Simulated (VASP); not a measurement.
# Ge (Fd-3m) in VASP: further runs

Ge is run at these levels: PBEsol; tasks: single point.

All numbers are computed with VASP 6.6.1; they aren't measurements. Logs are shortened: lines on timing, memory, paths and dates and some standing lists are left out, and cuts for length are marked.

### Step 1. The cell of the first run

It takes space group Fd-3m (No. 227, cubic). Conventional cell: a = 5.833 Å, b = 5.833 Å, c = 5.833 Å, α = 90.00°, β = 90.00°, γ = 90.00°. Within 3.3 Å of Ge (site symmetry -43m) lie 4 Ge at 2.53 Å.

### Step 2. Single point, PBEsol (volume scaled by 1.08)

Contents of INCAR:

```
PREC = Accurate
ENCUT = 520
EDIFF = 1E-6
ISMEAR = -1
SIGMA = 0.05
LREAL = F
LASPH = T
NELM = 100
ALGO = Normal
ISIF = 2
LWAVE = F
LCHARG = F
GGA = PS
NBANDS = 21
```

Contents of KPOINTS:

```
regular mesh
0
Gamma
  9 9 9
```

Contents of POSCAR:

```
Ge
1.0
    0.0000000000      2.9166645335      2.9166645335
    2.9166645335      0.0000000000      2.9166645335
    2.9166645335      2.9166645335      0.0000000000
Ge
2
Direct
    0.5000000000      0.5000000000      0.5000000000
    0.7500000000      0.7500000000      0.7500000000
```

Potentials or basis: VASP PAW PBE potentials, release 64 (Ge_d).

On the command line:

```
$ cat potpaw_PBE.64/Ge_d/POTCAR > POTCAR
$ mpirun -np 1 vasp_std > vasp.out
```

OUTCAR:

```text
PREC = Accurate
   ENCUT = 520
   EDIFF = 1E-6
   ISMEAR = -1
   LREAL = F
   LASPH = T
   NELM = 100
   ISIF = 2
   GGA = PS

 ion  position               nearest neighbor table
   1  0.500  0.500  0.500-   2 2.53   2 2.53   2 2.53   2 2.53
   2  0.750  0.750  0.750-   1 2.53   1 2.53   1 2.53   1 2.53

  LATTYP: Found a face centered cubic cell.
 ALAT       =     5.8333290670

  Lattice vectors:

 A1 = (   0.0000000000,   2.9166645335,   2.9166645335)
 A2 = (   2.9166645335,   0.0000000000,   2.9166645335)
 A3 = (   2.9166645335,   2.9166645335,   0.0000000000)

Analysis of symmetry for initial positions (statically):
=====================================================================
 Subroutine PRICEL returns:
 Original cell was already a primitive cell.

 Routine SETGRP: Setting up the symmetry group for a
 face centered cubic supercell.

 Subroutine GETGRP returns: Found 48 space group operations
 (whereof 24 operations were pure point group operations)
 out of a pool of 48 trial point group operations.

The static configuration has the point symmetry T_d .
 The point group associated with its full space group is O_h .

Analysis of symmetry for dynamics (positions and initial velocities):
=====================================================================
 Subroutine PRICEL returns:
 Original cell was already a primitive cell.

 Routine SETGRP: Setting up the symmetry group for a
 face centered cubic supercell.

 Subroutine GETGRP returns: Found 48 space group operations
 (whereof 24 operations were pure point group operations)
 out of a pool of 48 trial point group operations.

The dynamic configuration has the point symmetry T_d .
 The point group associated with its full space group is O_h .

 Subroutine INISYM returns: Found 48 space group operations
 (whereof 24 operations are pure point group operations),
 and found     1 'primitive' translations

----------------------------------------------------------------------------------------

                                     Primitive cell

  volume of cell :      49.6237

  direct lattice vectors                    reciprocal lattice vectors
     0.000000000  2.916664534  2.916664534    -0.171428697  0.171428697  0.171428697
     2.916664534  0.000000000  2.916664534     0.171428697 -0.171428697  0.171428697
     2.916664534  2.916664534  0.000000000     0.171428697  0.171428697 -0.171428697

  length of vectors
     4.124786540  4.124786540  4.124786540     0.296923213  0.296923213  0.296923213

  position of ions in fractional coordinates (direct lattice)
     0.500000000  0.500000000  0.500000000
     0.750000000  0.750000000  0.750000000

  ion indices of the primitive-cell ions
   primitive index   ion index
                 1           1
                 2           2

----------------------------------------------------------------------------------------

 KPOINTS: regular mesh

Automatic generation of k-mesh.
 Grid dimensions read from file:
 generate k-points for:    9    9    9

 Generating k-lattice:

  Cartesian coordinates                     Fractional coordinates (reciprocal lattice)
    -0.019047633  0.019047633  0.019047633     0.111111111  0.000000000  0.000000000
     0.019047633 -0.019047633  0.019047633     0.000000000  0.111111111  0.000000000
     0.019047633  0.019047633 -0.019047633     0.000000000  0.000000000  0.111111111

  Length of vectors
     0.032991468  0.032991468  0.032991468

  Shift w.r.t. Gamma in fractional coordinates (k-lattice)
     0.000000000  0.000000000  0.000000000

 Subroutine IBZKPT returns following result:
 ===========================================

 Found     35 irreducible k-points:

 Following reciprocal coordinates:
            Coordinates               Weight
  0.000000  0.000000  0.000000      1.000000
  0.111111  0.000000  0.000000      8.000000
  0.222222  0.000000  0.000000      8.000000
  0.333333  0.000000  0.000000      8.000000
  0.444444  0.000000  0.000000      8.000000
  0.111111  0.111111  0.000000      6.000000
[... 16 lines left out ...]
 -0.333333  0.333333  0.000000     12.000000
  0.444444  0.444444  0.000000      6.000000
 [... further k-points ...]
   k-points           NKPTS =     35   k-points in BZ     NKDIM =     35   number of bands    NBANDS=     21
   number of dos      NEDOS =    301   number of ions     NIONS =      2
   total plane-waves  NPLWV =  32768
   dimension x,y,z NGX =    32 NGY =   32 NGZ =   32
   dimension x,y,z NGXF=    64 NGYF=   64 NGZF=   64
   ions per type =               2
   NGX,Y,Z   is equivalent  to a cutoff of  12.90, 12.90, 12.90 a.u.
   NGXF,Y,Z  is equivalent  to a cutoff of  25.79, 25.79, 25.79 a.u.
 SYSTEM =  unknown system
   PREC   = accura    normal or accurate (medium, high low for compatibility)
   ISTART =      0    job   : 0-new  1-cont  2-samecut
   ICHARG =      2    charge: 1-file 2-atom 10-const
   ISPIN  =      1    spin polarized calculation?
   LNONCOLLINEAR =      F non collinear calculations
   LSORBIT =      F    spin-orbit coupling
   LASPH  =      T    aspherical Exc in radial PAW
   ENCUT  =  520.0 eV  38.22 Ry    6.18 a.u.   7.67  7.67  7.67*2*pi/ulx,y,z
   NELM   =    100;   NELMIN=  2; NELMDL= -5     # of ELM steps
   EDIFF  = 0.1E-05   stopping-criterion for ELM
   LREAL  =      F    real-space projection
[... 7 lines left out ...]
   TEBEG  =    0.0;   TEEND  =   0.0 temperature during run
   PSTRESS=    0.0 pullay stress
   NELECT =      28.0000    total number of electrons
   NUPDOWN=      -1.0000    fix difference up-down
   EMIN   =  10.00;   EMAX   =-10.00  energy-range for DOS
   EFERMI =   0.00;   METHOD = LEGACY
   ISMEAR =    -1;   SIGMA  =   0.05  broadening in eV -4-tet -1-fermi 0-gaus
   EFERMI_NEDOS =   21; number of points for ismear=-14 and -15
   IALGO  =     38    algorithm
   IMIX   =      4    mixing-type and parameters
     AMIX     =   0.40;   BMIX     =  1.00
     AMIX_MAG =   1.60;   BMIX_MAG =  1.00
  volume/ion in A,a.u.               =      24.81       167.44
  Fermi-wavevector in a.u.,A,eV,Ry     =   1.352792  2.556406 24.899290  1.830046
  Thomas-Fermi vector in A             =   2.480101
   LORBIT       =      0    0 simple, 1 ext, 2 COOP (PROOUT), +10 PAW based schemes
   GGA     = PS    functional components
   LHFCALC =     F    Hartree Fock is set to
   AEXX    =    0.0000 exact exchange contribution
   IVDW    =     0    specifies the selected vdW correction
   LEPSILON=     F    determine dielectric tensor
   LRPA    =     F    only Hartree local field effects (RPA)
 non-spin polarized calculation
  energy-cutoff  :      520.00
  volume of cell :       49.62
 maximum number of plane-waves:      1363
   NGX = 15   NGY = 15   NGZ = 15

 number of electron      27.9999971 magnetization

 Free energy of the ion-electron system (eV)
  ---------------------------------------------------
  ext. energy  EPLUGINS =         0.00000000
  ---------------------------------------------------
  free energy    TOTEN  =        -9.80854168 eV

  energy without entropy =       -9.80662920  energy(sigma->0) =       -9.80758544

 E-fermi :   3.8875     XC(G=0):  -9.7017

 val. band max:        3.7677713951   @ k =   0.1111   0.0000   0.0000
 cond. band min:       3.8982103049   @ k =   0.4444   0.0000   0.0000
 fundamental gap:      0.1304389098
 Fermi energy:         3.8874984007

 k-point     1 :       0.0000    0.0000    0.0000
  band No.  band energies     occupation
      1     -20.6437      2.00000
      2     -20.6437      2.00000
      3     -20.6437      2.00000
      4     -20.6138      2.00000
      5     -20.6138      2.00000
      6     -20.4467      2.00000
[... 13 lines left out ...]
     20      13.2447      0.00000
     21      13.2447      0.00000

 k-point     2 :       0.1111    0.0000    0.0000
  band No.  band energies     occupation
      1     -20.6489      2.00000
      2     -20.6489      2.00000
      3     -20.6420      2.00000
      4     -20.6066      2.00000
      5     -20.6066      2.00000
      6     -20.4562      2.00000
[... 13 lines left out ...]
     20      12.4960      0.00000
     21      12.4960      0.00000

 k-point     3 :       0.2222    0.0000    0.0000
  band No.  band energies     occupation
      1     -20.6564      2.00000
      2     -20.6564      2.00000
      3     -20.6378      2.00000
      4     -20.5944      2.00000
      5     -20.5944      2.00000
      6     -20.4670      2.00000
[... 13 lines left out ...]
     20      12.0915      0.00000
     21      12.0915      0.00000

 k-point     4 :       0.3333    0.0000    0.0000
  band No.  band energies     occupation
      1     -20.6612      2.00000
      2     -20.6612      2.00000
      3     -20.6328      2.00000
      4     -20.5852      2.00000
      5     -20.5852      2.00000
      6     -20.4740      2.00000
[... 13 lines left out ...]
     20      12.7076      0.00000
     21      12.7076      0.00000

 k-point     5 :       0.4444    0.0000    0.0000
  band No.  band energies     occupation
      1     -20.6631      2.00000
      2     -20.6631      2.00000
      3     -20.6294      2.00000
      4     -20.5811      2.00000
      5     -20.5811      2.00000
      6     -20.4768      2.00000
[... 13 lines left out ...]
     20      14.1549      0.00000
     21      14.1549      0.00000
[... 382 lines left out ...]
     20      14.9139      0.00000
     21      15.7843      0.00000

 k-point    22 :      -0.4444    0.3333    0.0000
  band No.  band energies     occupation
      1     -20.6821      2.00000
      2     -20.6709      2.00000
      3     -20.6034      2.00000
      4     -20.5554      2.00000
      5     -20.5424      2.00000
      6     -20.5210      2.00000
[... 13 lines left out ...]
     20      14.1891      0.00000
     21      15.9411      0.00000

 k-point    23 :      -0.3333    0.3333    0.0000
  band No.  band energies     occupation
      1     -20.6847      2.00000
      2     -20.6717      2.00000
      3     -20.5991      2.00000
      4     -20.5448      2.00000
      5     -20.5407      2.00000
      6     -20.5288      2.00000
[... 13 lines left out ...]
     20      12.6900      0.00000
     21      16.6535      0.00000

 k-point    24 :       0.4444    0.4444    0.0000
  band No.  band energies     occupation
      1     -20.6704      2.00000
      2     -20.6704      2.00000
      3     -20.6154      2.00000
      4     -20.5833      2.00000
      5     -20.5401      2.00000
      6     -20.5099      2.00000
[... 13 lines left out ...]
     20      15.3816      0.00000
     21      16.4483      0.00000

 [... further k-points ...]
[... 5 lines left out ...]
  --------------------------------------------------------------------------------------
  -------------------------------------------------------------------------------------
  Total       -1.4185779     -1.4185779     -1.4185779      0.0000000      0.0000000     -0.0000000
  in kB      -45.8009329    -45.8009329    -45.8009329      0.0000000      0.0000000     -0.0000000
  external PRESSURE =     -45.8009329 kB  Pullay stress =       0.0000000 kB

 VOLUME and BASIS-vectors are now :
 -----------------------------------------------------------------------------
  energy-cutoff  :      520.00
  volume of cell :       49.62
      direct lattice vectors                 reciprocal lattice vectors
     0.000000000  2.916664534  2.916664534    -0.171428697  0.171428697  0.171428697
     2.916664534  0.000000000  2.916664534     0.171428697 -0.171428697  0.171428697
     2.916664534  2.916664534  0.000000000     0.171428697  0.171428697 -0.171428697

 POSITION                                       TOTAL-FORCE (eV/Angst)
 -----------------------------------------------------------------------------------
      2.91666      2.91666      2.91666         0.000000      0.000000      0.000000
      4.37500      4.37500      4.37500        -0.000000     -0.000000     -0.000000
 -----------------------------------------------------------------------------------
    total drift:                               -0.000000     -0.000000      0.000000

  FREE ENERGIE OF THE ION-ELECTRON SYSTEM (eV)
  ---------------------------------------------------
  free  energy   TOTEN  =        -9.8085416811 eV

  energy  without entropy=       -9.8066291977  energy(sigma->0) =       -9.80758544
```

It took 19 s on 1 thread of AMD EPYC 9R45 (Zen 5), shared host; peak memory 0.15 GiB.

What came out:

```yaml
Free_energy: -9.8085 eV
Pressure: -4.6 GPa
Band_gap_on_the_k_mesh: zero (band 14 reaches 4.01 eV, above the bottom of band 15 at 3.90 eV)
```

Levels at points of the mesh, in eV from the Fermi level:
| k point | band 11 | band 12 | band 13 | band 14 | band 15 | band 16 | band 17 | band 18 |
| --- | --- | --- | --- | --- | --- | --- | --- | --- |
| (0.00, 0.00, 0.00) | -12.01 | -0.69 | 0.12 | 0.13 | 0.13 | 2.61 | 2.61 | 2.61 |

Caveat: the PAW data sets were made with another functional, which shifts forces and pressure a little.

### Step 3. Single point, PBEsol (volume scaled by 1.12)

Contents of INCAR:

```
SYSTEM = Ge
PREC     = Accurate       ! precision mode
ENCUT    = 520            ! plane-wave cutoff, eV
EDIFF    = 1E-6           ! SCF threshold, eV
ISMEAR   = -1             ! smearing method
SIGMA    = 0.05           ! smearing width, eV
LREAL    = .FALSE.        ! projectors in reciprocal space
LASPH    = .TRUE.         ! aspherical terms in the spheres
NELM     = 60             ! most SCF steps
ALGO     = Normal         ! electronic algorithm
ISIF     = 2              ! what is computed and relaxed
LWAVE    = .FALSE.        ! write WAVECAR
LCHARG   = .FALSE.        ! write CHGCAR
GGA      = PS             ! functional
NBANDS   = 21             ! bands
```

Contents of KPOINTS:

```
regular mesh
0
G
  9 9 9
  0 0 0
```

Contents of POSCAR:

```
Ge
1.0
    0.0000000000      2.9522371190      2.9522371190
    2.9522371190      0.0000000000      2.9522371190
    2.9522371190      2.9522371190      0.0000000000
Ge
2
Direct
    0.5000000000      0.5000000000      0.5000000000
    0.7500000000      0.7500000000      0.7500000000
```

Potentials or basis: VASP PAW PBE potentials, release 64 (Ge_d).

On the command line:

```
$ cat potpaw_PBE.64/Ge_d/POTCAR > POTCAR
$ mpirun -np 1 vasp_std > vasp.out
```

Wall time 19 s (1 thread of AMD EPYC 9R45 (Zen 5), shared host); peak memory 0.15 GiB.

The run converged. Its results:

```yaml
Free_energy: -9.7481 eV
Pressure: -6.0 GPa
Band_gap_on_the_k_mesh: zero (band 14 reaches 3.70 eV, above the bottom of band 15 at 3.49 eV)
```

Levels at points of the mesh, in eV from the Fermi level:
```csv
k point,band 10,band 11,band 12,band 13,band 14,band 15,band 16,band 17,band 18,band 19
"(0.00, 0.00, 0.00)",-24.28,-11.73,-0.95,0.16,0.16,0.16,2.62,2.62,2.62,6.07
```

Caveat: the PAW data sets were made with another functional, which shifts forces and pressure a little.

[end of part 1 of 2]
